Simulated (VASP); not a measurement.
The system is WS.

```
W S
1.0
     3.24044    0.00000    0.00000
     0.00000    3.24044    0.00000
     0.00000    0.00000    3.24044
W S
1 1
Direct
  0.00000 0.00000 0.00000
  0.50000 0.50000 0.50000
```

- Program: VASP 6.6.1
- Task: relaxation of cell and atoms
- Functional: PBE
- Potentials or basis: VASP PAW PBE potentials, release 64 (W_sv, S)
- Cutoff: 600 eV
- k mesh: 12 × 12 × 12
- Occupations: gaussian, width 0.02 eV
- Spin: collinear spin
- Starting moments: [2.5, 0.0] μB
- Hubbard terms: W d U = 6.2 eV

At the start: pressure -13.2 GPa; volume 17.01 Å³/atom.

Problem. How do energy, volume and symmetry change on relaxing?

Solution. Over 17 steps the energy falls by 85.1 meV/atom and the volume is 15.19 Å³/atom (-10.7 %); space group Pm-3m (No. 221, to 0.1 Å) before and after; moment 1.75 μB per cell.

Step by step:
| step | energy change (eV) | largest force (eV/Å) | pressure (GPa) | volume (Å³) |
| --- | --- | --- | --- | --- |
| 1 | 0.0000 | 0.0000 | -13.21 | 34.03 |
| 2 | -0.0463 | 0.0000 | 14.83 | 27.58 |
| 3 | -0.1702 | 0.0000 | 0.13 | 30.36 |
| 4 | -0.1702 | 0.0000 | -0.19 | 30.43 |
| 5 | -0.1702 | 0.0000 | -0.27 | 30.43 |
| 6 | -0.1702 | 0.0000 | -0.26 | 30.42 |
| 7 | -0.1702 | 0.0000 | -0.25 | 30.42 |
| 8 | -0.1702 | 0.0000 | -0.25 | 30.42 |
| 9 | -0.1702 | 0.0000 | -0.25 | 30.42 |
| 10 | -0.1702 | 0.0000 | -0.25 | 30.42 |
| 11 | -0.1702 | 0.0000 | -0.25 | 30.42 |
| 12 | -0.1702 | 0.0000 | -0.25 | 30.42 |
| 13 | -0.1702 | 0.0000 | -0.26 | 30.42 |
| 14 | -0.1702 | 0.0000 | -0.23 | 30.42 |
| 15 | -0.1702 | 0.0000 | -0.21 | 30.41 |
| 16 | -0.1702 | 0.0000 | -0.15 | 30.40 |
| 17 | -0.1702 | 0.0000 | -0.06 | 30.38 |

Final structure:
```cif
data_structure
_symmetry_space_group_name_H-M 'P 1'
_symmetry_Int_Tables_number 1
_cell_length_a 3.1203
_cell_length_b 3.1203
_cell_length_c 3.1203
_cell_angle_alpha 90.000
_cell_angle_beta 90.000
_cell_angle_gamma 90.000
_cell_volume 30.38
loop_
_atom_site_label
_atom_site_type_symbol
_atom_site_fract_x
_atom_site_fract_y
_atom_site_fract_z
_atom_site_occupancy
W1 W 0.00000 0.00000 0.00000 1
S1 S 0.50000 0.50000 0.50000 1
```
